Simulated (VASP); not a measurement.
# CoW2 (P6_3/mmc) in VASP: single point with PBE

Aim: the single point of CoW2 with PBE.

Program: VASP 6.6.1. These are calculated values, not measurements. Logs are shortened: lines on timing, memory, paths and dates and some standing lists are left out, and cuts for length are marked.

## 1. The cell of the first run

It takes space group P6_3/mmc (No. 194, hexagonal). Conventional cell: a = 2.734 Å, b = 2.734 Å, c = 13.936 Å, α = 90.00°, β = 90.00°, γ = 120.00°. Within 3.6 Å of Co (site symmetry -6m2) lie 6 Co at 2.73 Å and 6 W at 2.81 Å. W (site symmetry 3m) has 9 W at 2.73 to 2.81 Å and 3 Co at 2.81 Å within 3.6 Å.

## 2. Single point, PBE, collinear spin, ferromagnetic start

INCAR reads:

```
ALGO = Fast ; EDIFF = 1E-7
ENCUT = 520 ; GGA = PE
ISIF = 2 ; ISMEAR = 0
ISPIN = 2 ; LASPH = T
LCHARG = T ; LELF = T
LMAXMIX = 4 ; LORBIT = 11
LREAL = F ; LVHAR = T
LWAVE = F ; MAGMOM = 3 3 0 0 0 0
NBANDS = 50 ; NELM = 150
PREC = Accurate ; SIGMA = 0.1
```

KPOINTS reads:

```
k-points
0
Gamma
  6 6 2
```

POSCAR reads:

```
CoW2
1.0
    2.7343941400      0.0000000000      0.0000000000
   -1.3671970700      2.3680547900      0.0000000000
    0.0000000000      0.0000000000     13.9360116300
Co W
2 4
Direct
    0.3333333300      0.6666666700      0.7500000000
    0.6666666700      0.3333333300      0.2500000000
    0.3333333300      0.6666666700      0.0833333300
    0.3333333300      0.6666666700      0.4166666700
    0.6666666700      0.3333333300      0.5833333300
    0.6666666700      0.3333333300      0.9166666700
```

Potentials or basis: VASP PAW PBE potentials, release 64 (Co, W_sv).

The run is started by

```sh
$ cat potpaw_PBE.64/Co/POTCAR potpaw_PBE.64/W_sv/POTCAR > POTCAR
$ mpirun -np 1 vasp_std > vasp.out
```

OUTCAR:

```text
EDIFF = 1E-7
   ENCUT = 520
   GGA = PE
   ISIF = 2
   ISMEAR = 0
   ISPIN = 2
   LASPH = T
   LORBIT = 11
   LREAL = F
   NELM = 150
   PREC = Accurate

 ion  position               nearest neighbor table
   1  0.333  0.667  0.750-   5 2.81   6 2.81   5 2.81   6 2.81   5 2.81   6 2.81
   2  0.667  0.333  0.250-   3 2.81   4 2.81   3 2.81   4 2.81   3 2.81   4 2.81
   3  0.333  0.667  0.083-   6 2.81   6 2.81   6 2.81   2 2.81   2 2.81   2 2.81
   4  0.333  0.667  0.417-   5 2.81   5 2.81   5 2.81   2 2.81   2 2.81   2 2.81
   5  0.667  0.333  0.583-   4 2.81   4 2.81   4 2.81   1 2.81   1 2.81   1 2.81
   6  0.667  0.333  0.917-   3 2.81   3 2.81   3 2.81   1 2.81   1 2.81   1 2.81

  LATTYP: Found a hexagonal cell.
 ALAT       =     2.7343941400
 C/A-ratio  =     5.0965628642

  Lattice vectors:

 A1 = (   2.7343941400,   0.0000000000,   0.0000000000)
 A2 = (  -1.3671970700,   2.3680547900,   0.0000000000)
 A3 = (   0.0000000000,   0.0000000000,  13.9360116300)

Analysis of symmetry for initial positions (statically):
=====================================================================
 Subroutine PRICEL returns:
 Original cell was already a primitive cell.

 Routine SETGRP: Setting up the symmetry group for a
 hexagonal supercell.

 Subroutine GETGRP returns: Found 24 space group operations
 (whereof 12 operations were pure point group operations)
 out of a pool of 24 trial point group operations.

The static configuration has the point symmetry D_3d.
 The point group associated with its full space group is D_6h.

Analysis of symmetry for dynamics (positions and initial velocities):
=====================================================================
 Subroutine PRICEL returns:
 Original cell was already a primitive cell.

 Routine SETGRP: Setting up the symmetry group for a
 hexagonal supercell.

 Subroutine GETGRP returns: Found 24 space group operations
 (whereof 12 operations were pure point group operations)
 out of a pool of 24 trial point group operations.

The dynamic configuration has the point symmetry D_3d.
 The point group associated with its full space group is D_6h.

Analysis of structural, dynamic, and magnetic symmetry:
=====================================================================
 Subroutine PRICEL returns:
 Original cell was already a primitive cell.

 Routine SETGRP: Setting up the symmetry group for a
 hexagonal supercell.

[... 134 lines left out ...]
 RMM-DIIS sequential band-by-band and
 Gauss-broadening in eV      SIGMA  =   0.10
  energy-cutoff  :      520.00
  volume of cell :       90.24
 maximum number of plane-waves:      2451
   NGX = 11   NGY = 11   NGZ = 51

 number of electron      74.0000020 magnetization       1.8255951

 Free energy of the ion-electron system (eV)
  ---------------------------------------------------
  ext. energy  EPLUGINS =         0.00000000
  ---------------------------------------------------
  free energy    TOTEN  =       -63.09316862 eV

  energy without entropy =      -63.06112430  energy(sigma->0) =      -63.07714646

 E-fermi :   9.9466     XC(G=0): -13.1989

 val. band max:        9.9202941896   @ k =   0.3333   0.1667   0.0000
 cond. band min:       9.9915359843   @ k =   0.5000  -0.0000   0.5000
 fundamental gap:      0.0712417947
 Fermi energy:         9.9466394589

 spin component 1

 k-point     1 :       0.0000    0.0000    0.0000
  band No.  band energies     occupation
      1     -63.7996      1.00000
      2     -63.7996      1.00000
      3     -63.7331      1.00000
      4     -63.7331      1.00000
      5     -28.4496      1.00000
      6     -28.4468      1.00000
[... 717 lines left out ...]
     48      16.2907      0.00000
     49      16.4566      0.00000
 Fermi energy:         9.9466394589

 spin component 2

 k-point     1 :       0.0000    0.0000    0.0000
  band No.  band energies     occupation
      1     -63.8005      1.00000
      2     -63.8005      1.00000
      3     -63.7339      1.00000
      4     -63.7339      1.00000
      5     -28.4689      1.00000
      6     -28.4661      1.00000
[... 717 lines left out ...]
     48      16.3390      0.00000
     49      16.6588      0.00000
 [bands above 49 left out]

------------------------ aborting loop because EDIFF is reached ----------------------------------------

  FORCE on cell =-STRESS in cart. coord.  units (eV):
  Direction    XX          YY          ZZ          XY          YZ          ZX
  --------------------------------------------------------------------------------------
  -------------------------------------------------------------------------------------
  Total        0.8509257      0.8509257     -2.9591390     -0.0000000      0.0000000      0.0000000
  in kB       15.1081358     15.1081358    -52.5393365     -0.0000000      0.0000000      0.0000000
  external PRESSURE =      -7.4410216 kB  Pullay stress =       0.0000000 kB

 VOLUME and BASIS-vectors are now :
 -----------------------------------------------------------------------------
  energy-cutoff  :      520.00
  volume of cell :       90.24
      direct lattice vectors                 reciprocal lattice vectors
     2.734394140  0.000000000  0.000000000     0.365711726  0.211143763  0.000000000
    -1.367197070  2.368054790  0.000000000     0.000000000  0.422287527  0.000000000
     0.000000000  0.000000000 13.936011630     0.000000000  0.000000000  0.071756542

 POSITION                                       TOTAL-FORCE (eV/Angst)
 -----------------------------------------------------------------------------------
     -0.00000      1.57870     10.45201        -0.000000     -0.000000      0.000000
      1.36720      0.78935      3.48400         0.000000     -0.000000      0.000000
     -0.00000      1.57870      1.16133        -0.000000     -0.000000      2.761672
     -0.00000      1.57870      5.80667         0.000000     -0.000000     -2.761672
      1.36720      0.78935      8.12934         0.000000      0.000000      2.761672
      1.36720      0.78935     12.77468         0.000000      0.000000     -2.761672
 -----------------------------------------------------------------------------------
    total drift:                               -0.000010      0.000006     -0.000001

  FREE ENERGIE OF THE ION-ELECTRON SYSTEM (eV)
  ---------------------------------------------------
  free  energy   TOTEN  =       -63.0931686199 eV

  energy  without entropy=      -63.0611243007  energy(sigma->0) =      -63.07714646

 total charge

# of ion       s       p       d       tot
------------------------------------------
    1        0.411   0.399   7.218   8.027
    2        0.411   0.399   7.218   8.027
    3        2.424   6.323   3.369  12.117
    4        2.424   6.323   3.369  12.117
    5        2.424   6.323   3.369  12.117
    6        2.424   6.323   3.369  12.117
--------------------------------------------------
tot         10.519  26.091  27.911  64.521

 magnetization (x)

# of ion       s       p       d       tot
------------------------------------------
    1       -0.005  -0.011   0.972   0.957
    2       -0.005  -0.011   0.972   0.957
    3        0.000  -0.001  -0.002  -0.003
    4        0.000  -0.001  -0.002  -0.003
    5        0.000  -0.001  -0.002  -0.003
    6        0.000  -0.001  -0.002  -0.003
--------------------------------------------------
tot         -0.009  -0.026   1.937   1.902
```

OSZICAR:

```text
N       E                     dE             d eps       ncg     rms          rms(c)
DAV:   1     0.923022384470E+03    0.92302E+03   -0.39298E+04  2800   0.181E+03
[... 20 lines left out ...]
RMM:  22    -0.630932313512E+02    0.15230E-03   -0.14786E-03  4552   0.165E-01    0.136E-01
RMM:  23    -0.630931725757E+02    0.58775E-04   -0.10270E-04  3817   0.344E-02    0.725E-02
RMM:  24    -0.630931646403E+02    0.79354E-05   -0.12387E-04  3991   0.446E-02    0.352E-02
RMM:  25    -0.630931677335E+02   -0.30932E-05   -0.73877E-06  3178   0.127E-02    0.186E-02
RMM:  26    -0.630931683321E+02   -0.59851E-06   -0.25511E-06  3263   0.580E-03    0.119E-02
RMM:  27    -0.630931686590E+02   -0.32698E-06   -0.93097E-07  3008   0.396E-03    0.985E-03
RMM:  28    -0.630931686199E+02    0.39112E-07   -0.21632E-07  2266   0.251E-03
   1 F= -.63093169E+02 E0= -.63077146E+02  d E =-.320443E-01  mag=     1.8260
```

Wall time 4 min (1 thread of Intel Xeon 6975P-C, shared host); peak memory 0.29 GiB.

What came out:

| Property | Result |
| --- | --- |
| Free energy | -63.0932 eV |
| Pressure | -0.7 GPa |
| Largest force | 2.762 eV/Å |
| Net moment | 1.83 μB per cell |
| Site moments | Co +0.96; W -0.00 μB |
| Valence electrons inside the program's atomic spheres | Co 8.03; W 12.12 |

Forces in eV/Å, atoms in the order of the input:
```
Co   0.000  0.000  0.000
Co   0.000  0.000  0.000
W    0.000  0.000  2.762
W    0.000  0.000 -2.762
W    0.000  0.000  2.762
W    0.000  0.000 -2.762
```

Stress tensor (GPa, compression positive):
```
 1.51  0.00  0.00
 0.00  1.51  0.00
 0.00  0.00 -5.25
```

Caveat: the k points lie up to 0.44 Å⁻¹ apart; spin-orbit coupling is left out, which moves the levels of the heavy elements; forces of over 1 eV/Å act on the atoms, so gaps and moduli don't describe the material at rest.
